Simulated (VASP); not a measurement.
Write the native input for VASP 6.6.1 that does the following.

| Quantity | Value |
| --- | --- |
| Task | single point |
| Functional | HSE06 |
| Potentials or basis | VASP PAW PBE potentials, release 64 (Mg, S) |
| Cutoff | 520 eV |
| k mesh | 6 × 6 × 6 |
| Occupations | gaussian, width 0.01 eV |
| Spin | no spin polarisation |
| Dipole correction | no |
| Grid for exact exchange (PRECFOCK) | Normal |
| Further INCAR settings | ALGO = Normal; EDIFF = 1e-06; NBANDS = 11 |
| Share of exact exchange | 0.25 |
| Screening parameter | 0.2079 1/Å |

Crystal: MgS.

```xyz
2
Lattice="0.0000 2.8450 2.8450 2.8450 0.0000 2.8450 2.8450 2.8450 0.0000" Properties=species:S:1:pos:R:3 pbc="T T T"
Mg    0.0000    0.0000    0.0000
S     1.4225    1.4225    1.4225
```

This cell differs from its parent crystal: strain +0.5%.

The input as run:

POSCAR

```
MgS
1.0
    0.0000000000      2.8450312253      2.8450312253
    2.8450312253      0.0000000000      2.8450312253
    2.8450312253      2.8450312253      0.0000000000
Mg S
1 1
Direct
    0.0000000000      0.0000000000      0.0000000000
    0.2500000000      0.2500000000      0.2500000000
```

INCAR.step1

```
PREC = Accurate ; ENCUT = 520
EDIFF = 1E-5 ; ISMEAR = 0
SIGMA = 0.01 ; LREAL = F
LASPH = T ; NELM = 100
ALGO = Normal ; ISIF = 2
LWAVE = T ; LCHARG = F
NBANDS = 11 ; GGA = PE
```

INCAR.step2

```
PREC = Accurate ; ENCUT = 520
EDIFF = 1E-6 ; ISMEAR = 0
SIGMA = 0.01 ; LREAL = F
LASPH = T ; NELM = 100
ALGO = Normal ; ISIF = 2
LWAVE = F ; LCHARG = F
GGA = PE ; LHFCALC = T
HFSCREEN = 0.2079 ; PRECFOCK = Normal
NBANDS = 11 ; ISTART = 1
```

KPOINTS

```
regular mesh
0
Gamma
  6 6 6
```

Potentials or basis: VASP PAW PBE potentials, release 64 (Mg, S).

Command:

```sh
$ cat potpaw_PBE.64/Mg/POTCAR potpaw_PBE.64/S/POTCAR > POTCAR
$ cp INCAR.step1 INCAR
$ mpirun -np 1 vasp_std > vasp.out
$ cp INCAR.step2 INCAR
$ mpirun -np 1 vasp_std > vasp.out
```

It gave:

```yaml
Pressure: -1.0 GPa
Band_gap_on_the_k_mesh: 4.43 eV
```

Caveat: the cell differs from its parent crystal (strain +0.5%); the structure was generated, so it needn't be the stable form of MgS; the PAW data sets were made with another functional, which shifts forces and pressure a little.

Run time: 8.7 min on 1 thread of Intel(R) Xeon(R) Platinum 8259CL CPU @ 2.50GHz (Skylake/Cascade Lake), on a shared host, peak memory 0.29 GiB.
